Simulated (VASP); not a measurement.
# Zn2CdSe3 (P1) in VASP: single point with PBE

Aim: the single point of Zn2CdSe3 with PBE.

All numbers are computed with VASP 6.6.1; they aren't measurements. Logs are shortened: lines on timing, memory, paths and dates and some standing lists are left out, and cuts for length are marked.

### 1 The cell of the first run

The typed cell holds 12 atoms: a = 4.147 Å, b = 4.148 Å, c = 20.576 Å, α = 90.00°, β = 90.00°, γ = 119.99°.

### 2 Single point, PBE

File INCAR:

```
PREC     = Accurate       # precision mode
ENCUT    = 500            # plane-wave cutoff, eV
EDIFF    = 1E-6           # SCF threshold, eV
ISMEAR   = 0              # smearing method
SIGMA    = 0.1            # smearing width, eV
LREAL    = False          # projectors in reciprocal space
LASPH    = True           # aspherical terms in the spheres
NELM     = 120            # most SCF steps
ALGO     = Normal         # electronic algorithm
ISIF     = 2              # what is computed and relaxed
LWAVE    = False          # write WAVECAR
LCHARG   = False          # write CHGCAR
GGA      = PE             # functional
NBANDS   = 66             # bands
GGA_COMPAT= False
```

File KPOINTS:

```
Automatic mesh
0
Gamma
  6 6 1
```

File POSCAR:

```
Zn2CdSe3
1.0
    4.1474734575      0.0001880591     -0.0000248694
   -2.0735659616      3.5921181037     -0.0000103355
   -0.0002108279     -0.0001948492     20.5763311994
Zn Cd Se
4 2 6
Direct
    0.3337158285      0.6670810236      0.9976898544
    0.3324246213      0.6655297936      0.3387637526
    0.6661451642      0.3329556985      0.4976724926
    0.6674594376      0.3345264389      0.8387412172
    0.3335893376      0.6663624568      0.6705180550
    0.6666677601      0.3335351864      0.1705679422
    0.3333360977      0.6669121600      0.1181373424
    0.3328110970      0.6662641533      0.4596402272
    0.3340645146      0.6677714594      0.8002464512
    0.6658162690      0.3322747127      0.3002850761
    0.6668809896      0.3330066843      0.6180999903
    0.6670888827      0.3337802326      0.9596375986
```

Potentials or basis: VASP PAW PBE potentials, release 64 (Zn, Cd, Se).

Command:

```bash
$ cat potpaw_PBE.64/Zn/POTCAR potpaw_PBE.64/Cd/POTCAR potpaw_PBE.64/Se/POTCAR > POTCAR
$ mpirun -np 1 vasp_std > vasp.out
```

OUTCAR:

```text
PREC = Accurate
   ENCUT = 500
   EDIFF = 1E-6
   ISMEAR = 0
   LREAL = False
   LASPH = True
   NELM = 120
   ISIF = 2
   GGA = PE

 ion  position               nearest neighbor table
   1  0.334  0.667  0.998-   7 2.48  12 2.52  12 2.52  12 2.52
   2  0.332  0.666  0.339-   8 2.49  10 2.52  10 2.52  10 2.52
   3  0.666  0.333  0.498-  11 2.48   8 2.52   8 2.52   8 2.52
   4  0.667  0.335  0.839-  12 2.49   9 2.52   9 2.52   9 2.52
   5  0.334  0.666  0.671-  11 2.63  11 2.63  11 2.63   9 2.67
   6  0.667  0.334  0.171-   7 2.63   7 2.63   7 2.63  10 2.67
   7  0.333  0.667  0.118-   1 2.48   6 2.63   6 2.63   6 2.63
   8  0.333  0.666  0.460-   2 2.49   3 2.52   3 2.52   3 2.52
   9  0.334  0.668  0.800-   4 2.52   4 2.52   4 2.52   5 2.67
  10  0.666  0.332  0.300-   2 2.52   2 2.52   2 2.52   6 2.67
  11  0.667  0.333  0.618-   3 2.48   5 2.63   5 2.63   5 2.63
  12  0.667  0.334  0.960-   4 2.49   1 2.52   1 2.52   1 2.52

  LATTYP: Found a simple monoclinic cell.
 ALAT       =     4.1476485227
 B/A-ratio  =     4.9609630827
 C/A-ratio  =     1.7319556274
 COS(beta)  =    -0.8660021829

  Lattice vectors:

 A1 = (  -2.0735659616,   3.5921181037,  -0.0000103355)
 A2 = (  -0.0002108279,  -0.0001948492,  20.5763311994)
 A3 = (   6.2210394191,  -3.5919300446,  -0.0000145339)

Analysis of symmetry for initial positions (statically):
=====================================================================
 Subroutine PRICEL returns:
 Original cell was already a primitive cell.

 Routine SETGRP: Setting up the symmetry group for a
 simple monoclinic supercell.

 Subroutine GETGRP returns: Found  1 space group operations
 (whereof  1 operations were pure point group operations)
 out of a pool of  4 trial point group operations.

The static configuration has the point symmetry C_1 .

Analysis of symmetry for dynamics (positions and initial velocities):
=====================================================================
 Subroutine PRICEL returns:
 Original cell was already a primitive cell.

 Routine SETGRP: Setting up the symmetry group for a
 simple monoclinic supercell.

 Subroutine GETGRP returns: Found  1 space group operations
 (whereof  1 operations were pure point group operations)
 out of a pool of  4 trial point group operations.

The dynamic configuration has the point symmetry C_1 .

 Subroutine INISYM returns: Found  1 space group operations
 (whereof  1 operations are pure point group operations),
 and found     1 'primitive' translations

----------------------------------------------------------------------------------------

                                     Primitive cell

  volume of cell :     306.5586

  direct lattice vectors                    reciprocal lattice vectors
     4.147473458  0.000188059 -0.000024869     0.241104334  0.139178536  0.000003788
    -2.073565962  3.592118104 -0.000010335    -0.000012623  0.278379997  0.000002636
    -0.000210828 -0.000194849 20.576331199     0.000000291  0.000000308  0.048599529

  length of vectors
     4.147473462  4.147648523 20.576331201     0.278391747  0.278379997  0.048599529

  position of ions in fractional coordinates (direct lattice)
     0.333715828  0.667081024  0.997689854
     0.332424621  0.665529794  0.338763753
     0.666145164  0.332955699  0.497672493
     0.667459438  0.334526439  0.838741217
     0.333589338  0.666362457  0.670518055
     0.666667760  0.333535186  0.170567942
     0.333336098  0.666912160  0.118137342
     0.332811097  0.666264153  0.459640227
     0.334064515  0.667771459  0.800246451
     0.665816269  0.332274713  0.300285076
     0.666880990  0.333006684  0.618099990
     0.667088883  0.333780233  0.959637599

  ion indices of the primitive-cell ions
   primitive index   ion index
                 1           1
                 2           2
                 3           3
                 4           4
                 5           5
                 6           6
                 7           7
                 8           8
                 9           9
                10          10
                11          11
                12          12

----------------------------------------------------------------------------------------

 KPOINTS: Automatic mesh

Automatic generation of k-mesh.
 Grid dimensions read from file:
 generate k-points for:    6    6    1

 Generating k-lattice:

  Cartesian coordinates                     Fractional coordinates (reciprocal lattice)
     0.040184056  0.023196423  0.000000631     0.166666667 -0.000000000 -0.000000000
    -0.000002104  0.046396666  0.000000439     0.000000000  0.166666667 -0.000000000
     0.000000291  0.000000308  0.048599529     0.000000000  0.000000000  1.000000000

  Length of vectors
     0.046398625  0.046396666  0.048599529

  Shift w.r.t. Gamma in fractional coordinates (k-lattice)
     0.000000000  0.000000000  0.000000000

 Subroutine IBZKPT returns following result:
 ===========================================

 Found     20 irreducible k-points:

 Following reciprocal coordinates:
            Coordinates               Weight
  0.000000  0.000000  0.000000      1.000000
  0.166667  0.000000 -0.000000      2.000000
  0.333333  0.000000  0.000000      2.000000
  0.500000 -0.000000  0.000000      1.000000
  0.000000  0.166667 -0.000000      2.000000
  0.166667  0.166667 -0.000000      2.000000
[... 12 lines left out ...]
  0.333333  0.500000 -0.000000      2.000000
  0.500000  0.500000 -0.000000      1.000000
   k-points           NKPTS =     20   k-points in BZ     NKDIM =     20   number of bands    NBANDS=     66
   number of dos      NEDOS =    301   number of ions     NIONS =     12
   total plane-waves  NPLWV = 135000
   dimension x,y,z NGX =    30 NGY =   30 NGZ =  150
   dimension x,y,z NGXF=    60 NGYF=   60 NGZF=  300
   ions per type =               4   2   6
   NGX,Y,Z   is equivalent  to a cutoff of  12.03, 12.02, 12.12 a.u.
   NGXF,Y,Z  is equivalent  to a cutoff of  24.05, 24.05, 24.24 a.u.
 SYSTEM =  unknown system
   PREC   = accura    normal or accurate (medium, high low for compatibility)
   ISTART =      0    job   : 0-new  1-cont  2-samecut
   ICHARG =      2    charge: 1-file 2-atom 10-const
   ISPIN  =      1    spin polarized calculation?
   LNONCOLLINEAR =      F non collinear calculations
   LSORBIT =      F    spin-orbit coupling
   LASPH  =      T    aspherical Exc in radial PAW
   ENCUT  =  500.0 eV  36.75 Ry    6.06 a.u.   7.56  7.56 37.52*2*pi/ulx,y,z
   NELM   =    120;   NELMIN=  2; NELMDL= -5     # of ELM steps
   EDIFF  = 0.1E-05   stopping-criterion for ELM
   LREAL  =      F    real-space projection
   EDIFFG = 0.1E-04   stopping-criterion for IOM
   NSW    =      0    number of steps for IOM
   IBRION =     -1    ionic relax: 0-MD 1-quasi-New 2-CG
   NFREE  =      0    steps in history (QN), initial steepest desc. (CG)
   ISIF   =      2    stress and relaxation
   ISYM   =      2    0-nonsym 1-usesym 2-fastsym
   POTIM  = 0.5000    time-step for ionic-motion
   TEBEG  =    0.0;   TEEND  =   0.0 temperature during run
   PSTRESS=    0.0 pullay stress
   NELECT =     108.0000    total number of electrons
   NUPDOWN=      -1.0000    fix difference up-down
   EMIN   =  10.00;   EMAX   =-10.00  energy-range for DOS
   EFERMI =   0.00;   METHOD = LEGACY
   ISMEAR =     0;   SIGMA  =   0.10  broadening in eV -4-tet -1-fermi 0-gaus
   EFERMI_NEDOS =   21; number of points for ismear=-14 and -15
   IALGO  =     38    algorithm
   IMIX   =      4    mixing-type and parameters
     AMIX     =   0.40;   BMIX     =  1.00
     AMIX_MAG =   1.60;   BMIX_MAG =  1.00
  volume/ion in A,a.u.               =      25.55       172.40
  Fermi-wavevector in a.u.,A,eV,Ry     =   1.156232  2.184961 18.189247  1.336872
  Thomas-Fermi vector in A             =   2.292854
   LORBIT       =      0    0 simple, 1 ext, 2 COOP (PROOUT), +10 PAW based schemes
   GGA     = PE    functional components
   LHFCALC =     F    Hartree Fock is set to
   AEXX    =    0.0000 exact exchange contribution
   IVDW    =     0    specifies the selected vdW correction
   LEPSILON=     F    determine dielectric tensor
   LRPA    =     F    only Hartree local field effects (RPA)
 non-spin polarized calculation
 Gauss-broadening in eV      SIGMA  =   0.10
  energy-cutoff  :      500.00
  volume of cell :      306.56
 maximum number of plane-waves:      7819
   NGX = 15   NGY = 15   NGZ = 75

 number of electron     107.9999945 magnetization

 Free energy of the ion-electron system (eV)
  ---------------------------------------------------
  ext. energy  EPLUGINS =         0.00000000
  ---------------------------------------------------
  free energy    TOTEN  =       -34.80096751 eV

  energy without entropy =      -34.80096750  energy(sigma->0) =      -34.80096751

 E-fermi :   1.5411     XC(G=0):  -8.9796

 val. band max:        1.1726910859   @ k =   0.0000   0.0000   0.0000
 cond. band min:       1.9004427809   @ k =   0.0000   0.0000   0.0000
 fundamental gap:      0.7277516951
 Fermi energy:         1.5410607331

 k-point     1 :       0.0000    0.0000    0.0000
  band No.  band energies     occupation
      1     -11.7714      2.00000
      2     -11.7163      2.00000
      3     -11.4999      2.00000
      4     -11.3660      2.00000
      5     -11.1874      2.00000
      6     -11.1077      2.00000
[... 58 lines left out ...]
     65       6.7888      0.00000
     66       6.8645      0.00000

 k-point     2 :       0.1667    0.0000   -0.0000
  band No.  band energies     occupation
      1     -11.6480      2.00000
      2     -11.5976      2.00000
      3     -11.4007      2.00000
      4     -11.2810      2.00000
      5     -11.1225      2.00000
      6     -11.0529      2.00000
[... 1300 lines left out ...]
     65       6.4914      0.00000
     66       7.4082      0.00000

------------------------ aborting loop because EDIFF is reached ----------------------------------------

  FORCE on cell =-STRESS in cart. coord.  units (eV):
  Direction    XX          YY          ZZ          XY          YZ          ZX
  --------------------------------------------------------------------------------------
  -------------------------------------------------------------------------------------
  Total        0.4504122      0.4501744      0.4730115     -0.0026488      0.0011629     -0.0001188
  in kB        2.3540038      2.3527613      2.4721156     -0.0138436      0.0060775     -0.0006209
  external PRESSURE =       2.3929602 kB  Pullay stress =       0.0000000 kB

 VOLUME and BASIS-vectors are now :
 -----------------------------------------------------------------------------
  energy-cutoff  :      500.00
  volume of cell :      306.56
      direct lattice vectors                 reciprocal lattice vectors
     4.147473458  0.000188059 -0.000024869     0.241104334  0.139178536  0.000003788
    -2.073565962  3.592118104 -0.000010335    -0.000012623  0.278379997  0.000002636
    -0.000210828 -0.000194849 20.576331199     0.000000291  0.000000308  0.048599529

 POSITION                                       TOTAL-FORCE (eV/Angst)
 -----------------------------------------------------------------------------------
      0.00063      2.39610     20.52878         0.000061      0.000431     -0.002641
     -0.00137      2.39066      6.97050         0.000024      0.001069     -0.004590
      2.07231      1.19604     10.24025         0.000681     -0.000272     -0.003240
      2.07443      1.20162     17.25820        -0.000058     -0.001097     -0.003635
      0.00167      2.39358     13.79679        -0.000622      0.000566      0.011300
      2.07334      1.19819      3.50964        -0.000061     -0.000096      0.009146
     -0.00041      2.39567      2.43082         0.000195     -0.000366     -0.017898
     -0.00131      2.39327      9.45769         0.000001     -0.000323      0.004051
      0.00069      2.39862     16.46612         0.000077     -0.000734      0.010410
      2.07240      1.19364      6.17875         0.000381      0.000633      0.009883
      2.07523      1.19620     12.71821        -0.000388      0.000139     -0.016256
      2.07442      1.19892     19.74580        -0.000291      0.000047      0.003470
 -----------------------------------------------------------------------------------
    total drift:                               -0.000048      0.000001      0.002776

  FREE ENERGIE OF THE ION-ELECTRON SYSTEM (eV)
  ---------------------------------------------------
  free  energy   TOTEN  =       -34.8009675094 eV

  energy  without entropy=      -34.8009675015  energy(sigma->0) =      -34.80096751
```

Run time: 11 min. Hardware: 1 thread of Oxide Virtual Turin-like, shared host; peak memory 0.5 GiB.

Results:

```
Free energy            : -34.8010 eV
Pressure               : 0.2 GPa
Largest force          : 0.018 eV/Å
Band gap on the k mesh : 0.73 eV
```

Forces on the atoms (eV/Å):
```
Zn   0.000  0.000 -0.003
Zn   0.000  0.001 -0.005
Zn   0.001  0.000 -0.003
Zn   0.000 -0.001 -0.004
Cd  -0.001  0.001  0.011
Cd   0.000  0.000  0.009
Se   0.000  0.000 -0.018
Se   0.000  0.000  0.004
Se   0.000 -0.001  0.010
Se   0.000  0.001  0.010
Se   0.000  0.000 -0.016
Se   0.000  0.000  0.003
```

Levels at points of the mesh, in eV from the valence-band top:
```
           k point  band 51  band 52  band 53  band 54  band 55  band 56  band 57  band 58
(0.00, 0.00, 0.00)    -0.08    -0.08     0.00     0.00     0.73     1.87     2.01     2.07
(0.50, 0.00, 0.00)    -1.36    -1.30    -0.95    -0.78     2.44     2.55     2.87     3.10
(0.00, 0.50, 0.00)    -1.36    -1.30    -0.95    -0.78     2.44     2.56     2.87     3.09
(0.50, 0.50, 0.00)    -1.36    -1.30    -0.95    -0.78     2.44     2.56     2.87     3.10
```

Caveat: semilocal functionals underestimate gaps, and a narrow one can read as zero.
